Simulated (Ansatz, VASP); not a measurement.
One calculation of Sc6H, two programs

```
Sc H
1.0
     4.43922   -2.54847    0.00241
     4.43922    2.54847    0.00241
    -0.00351    0.00000    6.46967
Sc H
6 1
Direct
  0.33236 0.33236 0.50207
  0.33236 0.33236 0.99793
  0.00000 0.00000 0.25000
  0.00000 0.00000 0.75000
  0.66764 0.66764 0.99793
  0.66764 0.66764 0.50207
  0.50000 0.50000 0.25000
```

Alike in both runs: functional PBE; k mesh 8 × 8 × 6; occupations gaussian, width 0.1 eV; no spin polarisation.

Ansatz relaxed the structure, and its values are those at the end. VASP's run is a single point on that final structure, the one shown.

|  | VASP | Ansatz |
| --- | --- | --- |
| version | VASP 6.6.1 | Ansatz 0.2.0 |
| potentials or method | VASP PAW PBE potentials, release 64 (Sc_sv, H), cutoff 520 eV | scalar-relativistic, plane waves, PAW |
| valence electrons in the cell | 67 | 67 |

|  | VASP | Ansatz | Ansatz less VASP |
| --- | --- | --- | --- |
| gap on the k mesh at the Fermi level (eV) | none | none | - |
| pressure (GPa) | 0.1 | 0.0 | -0.04 |

A gap of «none» marks a metal or a gap that the smearing closes. The functional is the same, so the differences come from potentials, cutoffs and numerics. Ansatz's warnings: structure snapped to symmetry.
